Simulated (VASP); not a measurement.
# KF (CsCl type) (Pm-3m) in VASP: a series of runs

The runs below take KF (CsCl type) through density of states, with PBE.

Program: VASP 6.6.1. These are calculated values, not measurements. Logs are shortened: lines on timing, memory, paths and dates and some standing lists are left out, and cuts for length are marked.

**1. The cell of the first run**

It takes space group Pm-3m (No. 221, cubic). Conventional cell: a = 3.123 Å, b = 3.123 Å, c = 3.123 Å, α = 90.00°, β = 90.00°, γ = 90.00°. Within 3.6 Å of K (site symmetry m-3m) lie 8 F at 2.70 Å and 6 K at 3.12 Å. Within 3.6 Å of F (site symmetry m-3m) lie 8 K at 2.70 Å and 6 F at 3.12 Å.

**2. Density of states, PBE (volume scaled by 0.88)**

POSCAR reads:

```
KF
1.0
    3.1227302953      0.0000000000      0.0000000000
    0.0000000000      3.1227302953      0.0000000000
    0.0000000000      0.0000000000      3.1227302953
K F
1 1
Direct
    0.0000000000      0.0000000000      0.0000000000
    0.5000000000      0.5000000000      0.5000000000
```

INCAR.step1 reads:

```
SYSTEM = KF
PREC     = Accurate       ! precision mode
ENCUT    = 520            ! plane-wave cutoff, eV
EDIFF    = 1E-6           ! SCF threshold, eV
ISMEAR   = -1             ! smearing method
SIGMA    = 0.05           ! smearing width, eV
LREAL    = .False.        ! projectors in reciprocal space
LASPH    = .True.         ! aspherical terms in the spheres
NELM     = 80             ! most SCF steps
ALGO     = Normal         ! electronic algorithm
ISIF     = 2              ! what is computed and relaxed
LWAVE    = .False.        ! write WAVECAR
LCHARG   = .True.         ! write CHGCAR
GGA      = PE             ! functional
NBANDS   = 15             ! bands
```

KPOINTS.step1 reads:

```
Automatic mesh
0
Gamma
  14 14 14
  0 0 0
```

INCAR.step2 reads:

```
SYSTEM = KF
PREC     = Accurate       ! precision mode
ENCUT    = 520            ! plane-wave cutoff, eV
EDIFF    = 1E-6           ! SCF threshold, eV
ISMEAR   = -5             ! smearing method
SIGMA    = 0.05           ! smearing width, eV
LREAL    = .False.        ! projectors in reciprocal space
LASPH    = .True.         ! aspherical terms in the spheres
NELM     = 80             ! most SCF steps
ALGO     = Normal         ! electronic algorithm
ISIF     = 2              ! what is computed and relaxed
LWAVE    = .False.        ! write WAVECAR
LCHARG   = .False.        ! write CHGCAR
GGA      = PE             ! functional
LORBIT   = 11             ! projections on sites
NEDOS    = 2001           ! points of the DOS
ICHARG   = 11             ! starting density
```

KPOINTS.step2 reads:

```
Automatic mesh
0
Gamma
  21 21 21
  0 0 0
```

Potentials or basis: VASP PAW PBE potentials, release 64 (K_sv, F).

Launch:

```
$ cat potpaw_PBE.64/K_sv/POTCAR potpaw_PBE.64/F/POTCAR > POTCAR
$ cp INCAR.step1 INCAR
$ cp KPOINTS.step1 KPOINTS
$ mpirun -np 1 vasp_std > vasp.out
$ cp INCAR.step2 INCAR
$ cp KPOINTS.step2 KPOINTS
$ mpirun -np 1 vasp_std > vasp.out
```

OUTCAR:

```text
SYSTEM = KF
   PREC = Accurate
   ENCUT = 520
   EDIFF = 1E-6
   ISMEAR = -5
   LREAL = .False.
   LASPH = .True.
   NELM = 80
   ISIF = 2
   GGA = PE
   LORBIT = 11
   ICHARG = 11

 ion  position               nearest neighbor table
   1  0.000  0.000  0.000-   2 2.70   2 2.70   2 2.70   2 2.70   2 2.70   2 2.70   2 2.70   2 2.70

   2  0.500  0.500  0.500-   1 2.70   1 2.70   1 2.70   1 2.70   1 2.70   1 2.70   1 2.70   1 2.70

  LATTYP: Found a simple cubic cell.
 ALAT       =     3.1227302953

  Lattice vectors:

 A1 = (   3.1227302953,   0.0000000000,   0.0000000000)
 A2 = (   0.0000000000,   3.1227302953,   0.0000000000)
 A3 = (   0.0000000000,   0.0000000000,   3.1227302953)

Analysis of symmetry for initial positions (statically):
=====================================================================
 Subroutine PRICEL returns:
 Original cell was already a primitive cell.

 Routine SETGRP: Setting up the symmetry group for a
 simple cubic supercell.

 Subroutine GETGRP returns: Found 48 space group operations
 (whereof 48 operations were pure point group operations)
 out of a pool of 48 trial point group operations.

The static configuration has the point symmetry O_h .

Analysis of symmetry for dynamics (positions and initial velocities):
=====================================================================
 Subroutine PRICEL returns:
 Original cell was already a primitive cell.

 Routine SETGRP: Setting up the symmetry group for a
 simple cubic supercell.

 Subroutine GETGRP returns: Found 48 space group operations
 (whereof 48 operations were pure point group operations)
 out of a pool of 48 trial point group operations.

The dynamic configuration has the point symmetry O_h .

 Subroutine INISYM returns: Found 48 space group operations
 (whereof 48 operations are pure point group operations),
 and found     1 'primitive' translations

----------------------------------------------------------------------------------------

                                     Primitive cell

  volume of cell :      30.4511

  direct lattice vectors                    reciprocal lattice vectors
     3.122730295  0.000000000  0.000000000     0.320232587  0.000000000  0.000000000
     0.000000000  3.122730295  0.000000000     0.000000000  0.320232587  0.000000000
     0.000000000  0.000000000  3.122730295     0.000000000  0.000000000  0.320232587

  length of vectors
     3.122730295  3.122730295  3.122730295     0.320232587  0.320232587  0.320232587

  position of ions in fractional coordinates (direct lattice)
     0.000000000  0.000000000  0.000000000
     0.500000000  0.500000000  0.500000000

  ion indices of the primitive-cell ions
   primitive index   ion index
                 1           1
                 2           2

----------------------------------------------------------------------------------------

 KPOINTS: Automatic mesh

Automatic generation of k-mesh.
 Grid dimensions read from file:
 generate k-points for:   21   21   21

 Generating k-lattice:

  Cartesian coordinates                     Fractional coordinates (reciprocal lattice)
     0.015249171  0.000000000  0.000000000     0.047619048  0.000000000  0.000000000
     0.000000000  0.015249171  0.000000000     0.000000000  0.047619048  0.000000000
     0.000000000  0.000000000  0.015249171     0.000000000  0.000000000  0.047619048

  Length of vectors
     0.015249171  0.015249171  0.015249171

  Shift w.r.t. Gamma in fractional coordinates (k-lattice)
     0.000000000  0.000000000  0.000000000

 TETIRR: Found   4601 inequivalent tetrahedra from    55566

 Subroutine IBZKPT returns following result:
 ===========================================

 Found    286 irreducible k-points:

 Following reciprocal coordinates:
            Coordinates               Weight
  0.000000  0.000000  0.000000      1.000000
  0.047619  0.000000  0.000000      6.000000
  0.095238  0.000000  0.000000      6.000000
  0.142857  0.000000  0.000000      6.000000
  0.190476  0.000000  0.000000      6.000000
  0.238095  0.000000  0.000000      6.000000
[... 16 lines left out ...]
  0.142857  0.095238  0.000000     24.000000
  0.190476  0.095238  0.000000     24.000000
 [... further k-points ...]
   k-points           NKPTS =    286   k-points in BZ     NKDIM =    286   number of bands    NBANDS=     12
   number of dos      NEDOS =   2001   number of ions     NIONS =      2
   total plane-waves  NPLWV =  13824
   dimension x,y,z NGX =    24 NGY =   24 NGZ =   24
   dimension x,y,z NGXF=    48 NGYF=   48 NGZF=   48
   ions per type =               1   1
   NGX,Y,Z   is equivalent  to a cutoff of  12.78, 12.78, 12.78 a.u.
   NGXF,Y,Z  is equivalent  to a cutoff of  25.55, 25.55, 25.55 a.u.
 SYSTEM =  KF
   PREC   = accura    normal or accurate (medium, high low for compatibility)
   ISTART =      0    job   : 0-new  1-cont  2-samecut
   ICHARG =     11    charge: 1-file 2-atom 10-const
   ISPIN  =      1    spin polarized calculation?
   LNONCOLLINEAR =      F non collinear calculations
   LSORBIT =      F    spin-orbit coupling
   LASPH  =      T    aspherical Exc in radial PAW
   ENCUT  =  520.0 eV  38.22 Ry    6.18 a.u.   5.81  5.81  5.81*2*pi/ulx,y,z
   NELM   =     80;   NELMIN=  2; NELMDL=  0     # of ELM steps
   EDIFF  = 0.1E-05   stopping-criterion for ELM
   LREAL  =      F    real-space projection
   EDIFFG = 0.1E-04   stopping-criterion for IOM
   NSW    =      0    number of steps for IOM
   IBRION =     -1    ionic relax: 0-MD 1-quasi-New 2-CG
   NFREE  =      0    steps in history (QN), initial steepest desc. (CG)
   ISIF   =      2    stress and relaxation
   ISYM   =      2    0-nonsym 1-usesym 2-fastsym
   POTIM  = 0.5000    time-step for ionic-motion
   TEBEG  =    0.0;   TEEND  =   0.0 temperature during run
   PSTRESS=    0.0 pullay stress
   NELECT =      16.0000    total number of electrons
   NUPDOWN=      -1.0000    fix difference up-down
   EMIN   =  10.00;   EMAX   =-10.00  energy-range for DOS
   EFERMI =   0.00;   METHOD = LEGACY
   ISMEAR =    -5;   SIGMA  =   0.05  broadening in eV -4-tet -1-fermi 0-gaus
   EFERMI_NEDOS =   21; number of points for ismear=-14 and -15
   IALGO  =     38    algorithm
   IMIX   =      4    mixing-type and parameters
     AMIX     =   0.40;   BMIX     =  1.00
     AMIX_MAG =   1.60;   BMIX_MAG =  1.00
  volume/ion in A,a.u.               =      15.23       102.75
  Fermi-wavevector in a.u.,A,eV,Ry     =   1.321033  2.496390 23.743912  1.745128
  Thomas-Fermi vector in A             =   2.450816
   LORBIT       =     11    0 simple, 1 ext, 2 COOP (PROOUT), +10 PAW based schemes
   GGA     = PE    functional components
   LHFCALC =     F    Hartree Fock is set to
   AEXX    =    0.0000 exact exchange contribution
   IVDW    =     0    specifies the selected vdW correction
   LEPSILON=     F    determine dielectric tensor
   LRPA    =     F    only Hartree local field effects (RPA)
 non-spin polarized calculation
 Fermi weights with tetrahedron method with Bloechl corrections
  energy-cutoff  :      520.00
  volume of cell :       30.45
 maximum number of plane-waves:       840
 NGX is ok and might be reduce to    24

 number of electron      15.9999999 magnetization

 Free energy of the ion-electron system (eV)
  ---------------------------------------------------
  ext. energy  EPLUGINS =         0.00000000
  ---------------------------------------------------
  free energy    TOTEN  =        -8.02008674 eV

  energy without entropy =       -8.02008674  energy(sigma->0) =       -8.02008674

 E-fermi :  -1.5841     XC(G=0):  -9.6626

 val. band max:       -1.6046245743   @ k =   0.4762   0.4762   0.0000
 cond. band min:       5.6229329312   @ k =   0.0000   0.0000   0.0000
 fundamental gap:      7.2275575054
 Fermi energy:        -1.5840795782

 k-point     1 :       0.0000    0.0000    0.0000
  band No.  band energies     occupation
      1     -28.3578      2.00000
      2     -20.6142      2.00000
      3     -11.2040      2.00000
      4     -11.2040      2.00000
      5     -11.2040      2.00000
      6      -1.6246      2.00000
      7      -1.6246      2.00000
      8      -1.6246      2.00000
      9       5.6229      0.00000
     10       6.8245      0.00000
     11       6.8245      0.00000
     12      13.0278      0.00000

 k-point     2 :       0.0476    0.0000    0.0000
  band No.  band energies     occupation
      1     -28.3534      2.00000
      2     -20.6160      2.00000
      3     -11.2256      2.00000
      4     -11.2004      2.00000
      5     -11.2004      2.00000
      6      -1.6623      2.00000
      7      -1.6285      2.00000
      8      -1.6285      2.00000
      9       5.6927      0.00000
     10       6.8444      0.00000
     11       6.8897      0.00000
     12      12.9844      0.00000

 k-point     3 :       0.0952    0.0000    0.0000
  band No.  band energies     occupation
      1     -28.3405      2.00000
      2     -20.6210      2.00000
      3     -11.2875      2.00000
      4     -11.1900      2.00000
      5     -11.1900      2.00000
      6      -1.7694      2.00000
      7      -1.6397      2.00000
      8      -1.6397      2.00000
      9       5.8942      0.00000
     10       6.9031      0.00000
     11       7.0820      0.00000
     12      12.9347      0.00000
[... 286 lines left out ...]
 k-point    23 :       0.1429    0.0952    0.0000
  band No.  band energies     occupation
      1     -28.3034      2.00000
      2     -20.6318      2.00000
      3     -11.3874      2.00000
      4     -11.2503      2.00000
      5     -11.1602      2.00000
      6      -1.9760      2.00000
      7      -1.7247      2.00000
      8      -1.6664      2.00000
      9       6.4275      0.00000
     10       7.1867      0.00000
     11       7.5269      0.00000
     12      12.4548      0.00000

 k-point    24 :       0.1905    0.0952    0.0000
  band No.  band energies     occupation
      1     -28.2777      2.00000
      2     -20.6401      2.00000
      3     -11.5051      2.00000
      4     -11.2376      2.00000
      5     -11.1397      2.00000
      6      -2.1427      2.00000
      7      -1.7470      2.00000
      8      -1.6852      2.00000
      9       6.7792      0.00000
     10       7.3201      0.00000
     11       7.9297      0.00000
     12      12.2144      0.00000

 [... further k-points ...]
[... 5 lines left out ...]
  --------------------------------------------------------------------------------------
  -------------------------------------------------------------------------------------
  Total        1.1194625      1.1194625      1.1194625      0.0000000      0.0000000      0.0000000
  in kB       58.9001924     58.9001924     58.9001924      0.0000000      0.0000000      0.0000000
  external PRESSURE =      58.9001924 kB  Pullay stress =       0.0000000 kB

 VOLUME and BASIS-vectors are now :
 -----------------------------------------------------------------------------
  energy-cutoff  :      520.00
  volume of cell :       30.45
      direct lattice vectors                 reciprocal lattice vectors
     3.122730295  0.000000000  0.000000000     0.320232587  0.000000000  0.000000000
     0.000000000  3.122730295  0.000000000     0.000000000  0.320232587  0.000000000
     0.000000000  0.000000000  3.122730295     0.000000000  0.000000000  0.320232587

 POSITION                                       TOTAL-FORCE (eV/Angst)
 -----------------------------------------------------------------------------------
      0.00000      0.00000      0.00000         0.000000      0.000000      0.000000
      1.56137      1.56137      1.56137         0.000000      0.000000      0.000000
 -----------------------------------------------------------------------------------
    total drift:                                0.000000      0.000000     -0.000000

  FREE ENERGIE OF THE ION-ELECTRON SYSTEM (eV)
  ---------------------------------------------------
  free  energy   TOTEN  =        -8.0200867390 eV

  energy  without entropy=       -8.0200867390  energy(sigma->0) =       -8.02008674

 total charge

# of ion       s       p       d       tot
------------------------------------------
    1        1.960   5.601   0.040   7.601
    2        1.731   4.364   0.000   6.095
--------------------------------------------------
tot          3.691   9.965   0.040  13.697
```

It took 55 s on 1 thread of AMD EPYC 9R45 (Zen 5), shared host; peak memory 0.19 GiB.

What came out:

```yaml
Valence_electrons_inside_the_program's_atomic_spheres: K 7.60; F 6.09
```

Caveat: the cell differs from its parent crystal (volume scaled by 0.88).

**3. Density of states, PBE (volume scaled by 0.88)**

POSCAR is that of step 2.

INCAR.step1 reads:

```
PREC = Accurate ; ENCUT = 520
EDIFF = 1E-6 ; ISMEAR = -1
SIGMA = 0.05 ; LREAL = F
LASPH = T ; NELM = 60
ALGO = Normal ; ISIF = 2
LWAVE = F ; LCHARG = T
GGA = PE ; NBANDS = 15
```

KPOINTS.step1 reads:

```
Automatic mesh
0
Gamma
  14 14 14
```

INCAR.step2 reads:

```
PREC = Accurate ; ENCUT = 520
EDIFF = 1E-6 ; ISMEAR = -5
SIGMA = 0.05 ; LREAL = F
LASPH = T ; NELM = 60
ALGO = Normal ; ISIF = 2
LWAVE = F ; LCHARG = F
GGA = PE ; LORBIT = 11
NEDOS = 2001 ; ICHARG = 11
```

KPOINTS.step2 reads:

```
Automatic mesh
0
Gamma
  21 21 21
```

Potentials or basis: VASP PAW PBE potentials, release 64 (K_sv, F).

Launch:

```
$ cat potpaw_PBE.64/K_sv/POTCAR potpaw_PBE.64/F/POTCAR > POTCAR
$ cp INCAR.step1 INCAR
$ cp KPOINTS.step1 KPOINTS
$ mpirun -np 1 vasp_std > vasp.out
$ cp INCAR.step2 INCAR
$ cp KPOINTS.step2 KPOINTS
$ mpirun -np 1 vasp_std > vasp.out
```

Wall time 51 s (1 thread of AMD EPYC 9R45 (Zen 5), shared host); peak memory 0.19 GiB.

It converged, with:

- Valence electrons inside the program's atomic spheres: K 7.60; F 6.09

Levels at points of the mesh, in eV from the valence-band top:
```csv
k point,band 4,band 5,band 6,band 7,band 8,band 9,band 10,band 11,band 12
"(0.00, 0.00, 0.00)",-9.60,-9.60,-0.02,-0.02,-0.02,7.23,8.43,8.43,14.63
```

Caveat: the cell differs from its parent crystal (volume scaled by 0.88).

**4. Density of states, PBE**

This run uses another cell than the first one, of 17.30 Å³/atom, 1.136 times its volume.

POSCAR reads:

```
KF
1.0
    3.2586690256      0.0000000000      0.0000000000
    0.0000000000      3.2586690256      0.0000000000
    0.0000000000      0.0000000000      3.2586690256
K F
1 1
Direct
    0.0000000000      0.0000000000      0.0000000000
    0.5000000000      0.5000000000      0.5000000000
```

INCAR.step1 reads:

```
PREC = Accurate ; ENCUT = 520
EDIFF = 1E-6 ; ISMEAR = -1
SIGMA = 0.05 ; LREAL = False
LASPH = True ; NELM = 80
ALGO = Normal ; ISIF = 2
LWAVE = False ; LCHARG = True
GGA = PE ; NBANDS = 15
```

KPOINTS.step1 is that of step 3.

INCAR.step2 reads:

```
PREC = Accurate ; ENCUT = 520
EDIFF = 1E-6 ; ISMEAR = -5
SIGMA = 0.05 ; LREAL = False
LASPH = True ; NELM = 80
ALGO = Normal ; ISIF = 2
LWAVE = False ; LCHARG = False
GGA = PE ; LORBIT = 11
NBANDS = 15 ; NEDOS = 2001
ICHARG = 11
```

KPOINTS.step2 is that of step 3.

Potentials or basis: VASP PAW PBE potentials, release 64 (K_sv, F).

Launch:

```
$ cat potpaw_PBE.64/K_sv/POTCAR potpaw_PBE.64/F/POTCAR > POTCAR
$ cp INCAR.step1 INCAR
$ cp KPOINTS.step1 KPOINTS
$ mpirun -np 1 vasp_std > vasp.out
$ cp INCAR.step2 INCAR
$ cp KPOINTS.step2 KPOINTS
$ mpirun -np 1 vasp_std > vasp.out
```

OUTCAR:

```text
PREC = Accurate
   ENCUT = 520
   EDIFF = 1E-6
   ISMEAR = -5
   LREAL = False
   LASPH = True
   NELM = 80
   ISIF = 2
   GGA = PE
   LORBIT = 11
   ICHARG = 11

 ion  position               nearest neighbor table
   1  0.000  0.000  0.000-   2 2.82   2 2.82   2 2.82   2 2.82   2 2.82   2 2.82   2 2.82   2 2.82

   2  0.500  0.500  0.500-   1 2.82   1 2.82   1 2.82   1 2.82   1 2.82   1 2.82   1 2.82   1 2.82

[... 630 lines left out ...]
  -------------------------------------------------------------------------------------
  Total        0.0023310      0.0023310      0.0023310     -0.0000000     -0.0000000     -0.0000000
  in kB        0.1079291      0.1079291      0.1079291     -0.0000000     -0.0000000     -0.0000000
  external PRESSURE =       0.1079291 kB  Pullay stress =       0.0000000 kB

 VOLUME and BASIS-vectors are now :
 -----------------------------------------------------------------------------
  energy-cutoff  :      520.00
  volume of cell :       34.60
      direct lattice vectors                 reciprocal lattice vectors
     3.258669026  0.000000000  0.000000000     0.306873755  0.000000000  0.000000000
     0.000000000  3.258669026  0.000000000     0.000000000  0.306873755  0.000000000
     0.000000000  0.000000000  3.258669026     0.000000000  0.000000000  0.306873755

 POSITION                                       TOTAL-FORCE (eV/Angst)
 -----------------------------------------------------------------------------------
      0.00000      0.00000      0.00000         0.000000      0.000000      0.000000
      1.62933      1.62933      1.62933         0.000000      0.000000      0.000000
 -----------------------------------------------------------------------------------
    total drift:                                0.000000      0.000000     -0.000000

  FREE ENERGIE OF THE ION-ELECTRON SYSTEM (eV)
  ---------------------------------------------------
  free  energy   TOTEN  =        -8.0936068225 eV

  energy  without entropy=       -8.0936068225  energy(sigma->0) =       -8.09360682

 total charge

# of ion       s       p       d       tot
------------------------------------------
    1        1.957   5.589   0.029   7.574
    2        1.730   4.344   0.000   6.074
--------------------------------------------------
tot          3.687   9.933   0.029  13.648
```

OUTCAR.step1:

```text
PREC = Accurate
   ENCUT = 520
   EDIFF = 1E-6
   ISMEAR = -1
   LREAL = False
[... 654 lines left out ...]
      0.00000      0.00000      0.00000         0.000000      0.000000      0.000000
      1.62933      1.62933      1.62933         0.000000      0.000000      0.000000
 -----------------------------------------------------------------------------------
    total drift:                                0.000000      0.000000     -0.000000

  FREE ENERGIE OF THE ION-ELECTRON SYSTEM (eV)
  ---------------------------------------------------
  free  energy   TOTEN  =        -8.0936180575 eV

  energy  without entropy=       -8.0936180574  energy(sigma->0) =       -8.09361806
```

Wall time 2.4 min (1 thread of Oxide Virtual Turin-like, shared host); peak memory 0.21 GiB.

Results:

- Valence electrons inside the program's atomic spheres: K 7.57; F 6.07
